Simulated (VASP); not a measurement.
# Ag (I4/mmm) in VASP: notebook, part 2 of 2

VASP 6.6.1. Earlier steps stand in the parts before.

## 3. Electric field gradients, PBEsol (zz strain of -1 %)

INCAR reads:

```
  PREC = Accurate
  ENCUT = 400
  EDIFF = 1E-8
  ISMEAR = -1
  SIGMA = 0.03
  LREAL = False
  LASPH = True
  NELM = 120
  ALGO = Normal
  ISIF = 2
  LWAVE = False
  LCHARG = False
  GGA = PS
  LEFG = True
  NBANDS = 12
  GGA_COMPAT = False
```

KPOINTS reads:

```
Automatic mesh
0
Gamma
  15 15 15
```

POSCAR reads:

```
Ag
1.0
    0.0000000000      2.0431000000      2.0226690000
    2.0431000000      0.0000000000      2.0226690000
    2.0431000000      2.0431000000      0.0000000000
Ag
1
Direct
    0.0000000000      0.0000000000      0.0000000000
```

Potentials or basis: VASP PAW PBE potentials, release 64 (Ag).

The run is started by

```bash
> cat potpaw_PBE.64/Ag/POTCAR > POTCAR
> mpirun -np 1 vasp_std > vasp.out
```

OUTCAR:

```text
PREC = Accurate
   ENCUT = 400
   EDIFF = 1E-8
   ISMEAR = -1
   LREAL = False
   LASPH = True
   NELM = 120
   ISIF = 2
   GGA = PS

 ion  position               nearest neighbor table
   1  0.000  0.000  0.000-

  LATTYP: Found a body centered tetragonal cell.
 ALAT       =     2.8893797293
 C/A-ratio  =     1.4000714267

  Lattice vectors:

 A1 = (   0.0000000000,  -2.0431000000,  -2.0226690000)
[... 565 lines left out ...]
 -----------------------------------------------------------------------------------
    total drift:                                0.000000      0.000000      0.000000

  FREE ENERGIE OF THE ION-ELECTRON SYSTEM (eV)
  ---------------------------------------------------
  free  energy   TOTEN  =        -3.3049513114 eV

  energy  without entropy=       -3.3035069616  energy(sigma->0) =       -3.30422914

 Electric field gradients (V/A^2)
---------------------------------------------------------------------
 ion       V_xx      V_yy      V_zz      V_xy      V_xz      V_yz
---------------------------------------------------------------------
   1      -0.436    -0.436     0.871    -0.000    -0.001    -0.001
---------------------------------------------------------------------

 Electric field gradients after diagonalization (V/A^2)
 (convention: |V_zz| > |V_xx| > |V_yy|)
----------------------------------------------------------------------
 ion       V_xx      V_yy      V_zz     asymmetry (V_yy - V_xx)/ V_zz
----------------------------------------------------------------------
   1      -0.436    -0.435     0.871       0.001
----------------------------------------------------------------------

           NMR quadrupolar parameters

 Cq : quadrupolar parameter    Cq=e*Q*V_zz/h
 eta: asymmetry parameters     (V_yy - V_xx)/ V_zz
 Q  : nuclear electric quadrupole moment in mb (millibarn)
----------------------------------------------------------------------
 ion       Cq(MHz)       eta       Q (mb)
----------------------------------------------------------------------
   1       0.002       0.001       1.000
----------------------------------------------------------------------
```

OSZICAR:

```text
N       E                     dE             d eps       ncg     rms          rms(c)
DAV:   1     0.425112771506E+02    0.42511E+02   -0.46662E+03  7184   0.660E+02
DAV:   2    -0.301389358485E+01   -0.45525E+02   -0.43058E+02  8128   0.169E+02
DAV:   3    -0.366142501292E+01   -0.64753E+00   -0.64727E+00  8004   0.213E+01
DAV:   4    -0.366326691905E+01   -0.18419E-02   -0.18418E-02  8112   0.120E+00
DAV:   5    -0.366328094802E+01   -0.14029E-04   -0.14028E-04  8168   0.931E-02    0.568E+00
DAV:   6    -0.331922373055E+01    0.34406E+00   -0.13926E+00  7464   0.104E+01    0.339E+00
DAV:   7    -0.330907697604E+01    0.10147E-01   -0.10156E-02  8036   0.917E-01    0.193E+00
DAV:   8    -0.330494046196E+01    0.41365E-02   -0.74584E-04  8032   0.182E-01    0.101E-01
DAV:   9    -0.330494980302E+01   -0.93411E-05   -0.10963E-05  7924   0.235E-02    0.206E-02
DAV:  10    -0.330495149057E+01   -0.16876E-05   -0.24053E-06  8116   0.120E-02    0.482E-03
DAV:  11    -0.330495132694E+01    0.16363E-06   -0.89622E-08  8072   0.240E-03    0.636E-04
DAV:  12    -0.330495130660E+01    0.20337E-07   -0.17781E-09  4916   0.393E-04    0.758E-05
DAV:  13    -0.330495131145E+01   -0.48487E-08   -0.53888E-11  4112   0.676E-05
   1 F= -.33049513E+01 E0= -.33042291E+01  d E =-.144435E-02
```

stdout:

```text
POSCAR found type information on POSCAR Ag
 POSCAR found :  1 types and       1 ions
 scaLAPACK will be used
 -----------------------------------------------------------------------------
|                                                                             |
|                                                                             |
|     You enforced a specific xc type in the INCAR file but a different       |
|     I HOPE YOU KNOW WHAT YOU ARE DOING!                                     |
|                                                                             |
 -----------------------------------------------------------------------------

 LDA part: xc-table for (Slater+PW92), standard interpolation
 POSCAR, INCAR and KPOINTS ok, starting setup
 FFT: planning ... GRIDC
 FFT: planning ... GRID_SOFT
 FFT: planning ... GRID
 WAVECAR not read
 entering main loop
ion   1
```

Run time: 30 s. Hardware: 1 thread of Intel Xeon Platinum 8259CL at 2.50GHz (Skylake/Cascade Lake), shared host; peak memory 0.15 GiB.

Results:

* Free energy: -3.3050 eV
* Pressure: -2.2 GPa

Electric field gradients, principal values (V/Å²):
```
atom   least  middle  greatest (by size)
1 Ag  -0.435  -0.436               0.871
```

Caveat: the cell differs from its parent crystal (zz strain of -1 %); without QUAD_EFG the Cq values of the log hold for a quadrupole moment of 1 mb, not for the nuclei; the PAW data sets were made with another functional, which shifts forces and pressure a little.

## 4. Electric field gradients, PBEsol (zz strain of +1 %)

INCAR reads:

```
PREC = Accurate
ENCUT = 400
EDIFF = 1E-8
ISMEAR = -1
SIGMA = 0.03
LREAL = F
LASPH = T
NELM = 120
ALGO = Normal
ISIF = 2
LWAVE = F
LCHARG = F
GGA = PS
LEFG = T
NBANDS = 12
GGA_COMPAT = F
```

KPOINTS is that of step 3.

POSCAR reads:

```
Ag
1.0
    0.0000000000      2.0431000000      2.0635310000
    2.0431000000      0.0000000000      2.0635310000
    2.0431000000      2.0431000000      0.0000000000
Ag
1
Direct
    0.0000000000      0.0000000000      0.0000000000
```

Potentials or basis: VASP PAW PBE potentials, release 64 (Ag).

The run is started by

```bash
> cat potpaw_PBE.64/Ag/POTCAR > POTCAR
> mpirun -np 1 vasp_std > vasp.out
```

OUTCAR:

```text
PREC = Accurate
   ENCUT = 400
   EDIFF = 1E-8
   ISMEAR = -1
   LREAL = F
   LASPH = T
   NELM = 120
   ISIF = 2
   GGA = PS

 ion  position               nearest neighbor table
   1  0.000  0.000  0.000-

  LATTYP: Found a body centered tetragonal cell.
 ALAT       =     2.8893797293
 C/A-ratio  =     1.4283556980

  Lattice vectors:

 A1 = (  -2.0431000000,   0.0000000000,   2.0635310000)
 A2 = (   2.0431000000,   0.0000000000,   2.0635310000)
 A3 = (   0.0000000000,   2.0431000000,  -2.0635310000)

Analysis of symmetry for initial positions (statically):
=====================================================================
 Subroutine PRICEL returns:
 Original cell was already a primitive cell.

 Routine SETGRP: Setting up the symmetry group for a
 body centered tetragonal supercell.

 Subroutine GETGRP returns: Found 16 space group operations
[... 540 lines left out ...]

 VOLUME and BASIS-vectors are now :
 -----------------------------------------------------------------------------
  energy-cutoff  :      400.00
  volume of cell :       17.23
      direct lattice vectors                 reciprocal lattice vectors
     0.000000000  2.043100000  2.063531000    -0.244726151  0.244726151  0.242303120
     2.043100000  0.000000000  2.063531000     0.244726151 -0.244726151  0.242303120
     2.043100000  2.043100000  0.000000000     0.244726151  0.244726151 -0.242303120

 POSITION                                       TOTAL-FORCE (eV/Angst)
 -----------------------------------------------------------------------------------
      0.00000      0.00000      0.00000         0.000000      0.000000     -0.000000
 -----------------------------------------------------------------------------------
    total drift:                                0.000000      0.000000      0.000000

  FREE ENERGIE OF THE ION-ELECTRON SYSTEM (eV)
  ---------------------------------------------------
  free  energy   TOTEN  =        -3.2989247215 eV

  energy  without entropy=       -3.2974820871  energy(sigma->0) =       -3.29820340

 Electric field gradients (V/A^2)
---------------------------------------------------------------------
 ion       V_xx      V_yy      V_zz      V_xy      V_xz      V_yz
---------------------------------------------------------------------
   1       0.343     0.343    -0.685    -0.001    -0.000    -0.000
---------------------------------------------------------------------

 Electric field gradients after diagonalization (V/A^2)
 (convention: |V_zz| > |V_xx| > |V_yy|)
----------------------------------------------------------------------
 ion       V_xx      V_yy      V_zz     asymmetry (V_yy - V_xx)/ V_zz
----------------------------------------------------------------------
   1       0.344     0.341    -0.685       0.003
----------------------------------------------------------------------

           NMR quadrupolar parameters

 Cq : quadrupolar parameter    Cq=e*Q*V_zz/h
 eta: asymmetry parameters     (V_yy - V_xx)/ V_zz
 Q  : nuclear electric quadrupole moment in mb (millibarn)
----------------------------------------------------------------------
 ion       Cq(MHz)       eta       Q (mb)
----------------------------------------------------------------------
   1      -0.002       0.003       1.000
----------------------------------------------------------------------
```

OSZICAR:

```text
N       E                     dE             d eps       ncg     rms          rms(c)
DAV:   1     0.415810587549E+02    0.41581E+02   -0.46360E+03  7224   0.657E+02
DAV:   2    -0.303485499923E+01   -0.44616E+02   -0.42294E+02  8100   0.168E+02
DAV:   3    -0.364822673349E+01   -0.61337E+00   -0.61307E+00  8068   0.208E+01
DAV:   4    -0.365003611711E+01   -0.18094E-02   -0.18093E-02  8072   0.119E+00
DAV:   5    -0.365005027708E+01   -0.14160E-04   -0.14160E-04  8136   0.936E-02    0.540E+00
DAV:   6    -0.331202934695E+01    0.33802E+00   -0.13987E+00  7448   0.104E+01    0.325E+00
DAV:   7    -0.330283413991E+01    0.91952E-02   -0.86121E-03  8048   0.850E-01    0.186E+00
DAV:   8    -0.329891371792E+01    0.39204E-02   -0.72731E-04  8036   0.179E-01    0.919E-02
DAV:   9    -0.329892322804E+01   -0.95101E-05   -0.11485E-05  7988   0.242E-02    0.207E-02
DAV:  10    -0.329892486605E+01   -0.16380E-05   -0.24179E-06  8080   0.123E-02    0.398E-03
DAV:  11    -0.329892473464E+01    0.13141E-06   -0.81989E-08  8048   0.228E-03    0.679E-04
DAV:  12    -0.329892471607E+01    0.18564E-07   -0.18086E-09  4912   0.395E-04    0.752E-05
DAV:  13    -0.329892472152E+01   -0.54470E-08   -0.53214E-11  4192   0.649E-05
   1 F= -.32989247E+01 E0= -.32982034E+01  d E =-.144263E-02
```

It took 28 s on 1 thread of Intel Xeon Platinum 8259CL at 2.50GHz (Skylake/Cascade Lake), shared host; peak memory 0.15 GiB.

What came out:

- Free energy: -3.2989 eV
- Pressure: -4.2 GPa

Electric field gradients, principal values (V/Å²):
| atom | least | middle | greatest (by size) |
| --- | --- | --- | --- |
| 1 Ag | 0.341 | 0.344 | -0.685 |

Caveat: the cell differs from its parent crystal (zz strain of +1 %); without QUAD_EFG the Cq values of the log hold for a quadrupole moment of 1 mb, not for the nuclei; the PAW data sets were made with another functional, which shifts forces and pressure a little.
